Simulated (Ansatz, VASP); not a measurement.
# Y: VASP beside Ansatz

The input INCAR:

```
SYSTEM = Y
PREC     = Accurate       ! precision mode
ENCUT    = 520            ! plane-wave cutoff, eV
EDIFF    = 1E-6           ! SCF threshold, eV
ISMEAR   = 0              ! smearing method
SIGMA    = 0.1            ! smearing width, eV
LREAL    = .False.        ! projectors in reciprocal space
LASPH    = .True.         ! aspherical terms in the spheres
NELM     = 80             ! most SCF steps
ALGO     = Normal         ! electronic algorithm
ISIF     = 2              ! what is computed and relaxed
LWAVE    = .False.        ! write WAVECAR
LCHARG   = .True.         ! write CHGCAR
GGA      = PE             ! functional
LELF     = .True.         ! ELF
LVHAR    = .True.       
NBANDS   = 30             ! bands
```

File KPOINTS:

```
regular mesh
0
Gamma
  6 6 2
  0 0 0
```

The input POSCAR:

```
Y
1.0
    3.6425441402      0.0000000000      0.0000000000
   -1.8212720701      3.1545357598      0.0000000000
    0.0000000000      0.0000000000     11.8441303500
Y
4
Direct
    0.0000000000      0.0000000000      0.0000000000
    0.3333333300      0.6666666700      0.2500000000
    0.0000000000      0.0000000000      0.5000000000
    0.6666666700      0.3333333300      0.7500000000
```

Input for Ansatz:

```yaml
crystal:
  lattice:
    - [3.6425441402, 0.0, 0.0]
    - [-1.8212720701, 3.1545357598, 0.0]
    - [0.0, 0.0, 11.84413035]
  atoms:
    - { symbol: "Y", position: [0.0, 0.0, 0.0] }
    - { symbol: "Y", position: [0.33333333, 0.66666667, 0.25] }
    - { symbol: "Y", position: [0.0, 0.0, 0.5] }
    - { symbol: "Y", position: [0.66666667, 0.33333333, 0.75] }
basis:
  ecutwfc: 420
kpoints:
  mp_grid: { grid: [6, 6, 2] }
hamiltonian:
  xc: pbe
scf:
  occupations: { method: gaussian, width: 0.1 }
  lower_state_search: "off"
output:
  forces: true
  stress: true
  eigenvalues: true
```

Alike in both runs: task single point; functional PBE; k mesh 6 × 6 × 2; occupations gaussian, width 0.1 eV; no spin polarisation.

```csv
,VASP,Ansatz
version,VASP 6.6.1,Ansatz 0.2.0
potentials or method,"VASP PAW PBE potentials, release 64 (Y_sv), cutoff 520 eV","scalar-relativistic, plane waves, PAW"
valence electrons in the cell,44,44
```

VASP gave:

* gap on the k mesh at the Fermi level (eV): none
* pressure (GPa): -1.9
* traceless stress, the component that is largest in VASP (GPa): -0.66

Estimate Ansatz's values.

gap on the k mesh at the Fermi level (eV): none; pressure (GPa): -1.8; traceless stress, the component that is largest in VASP (GPa): -0.67.

A gap of «none» marks a metal or a gap that the smearing closes.
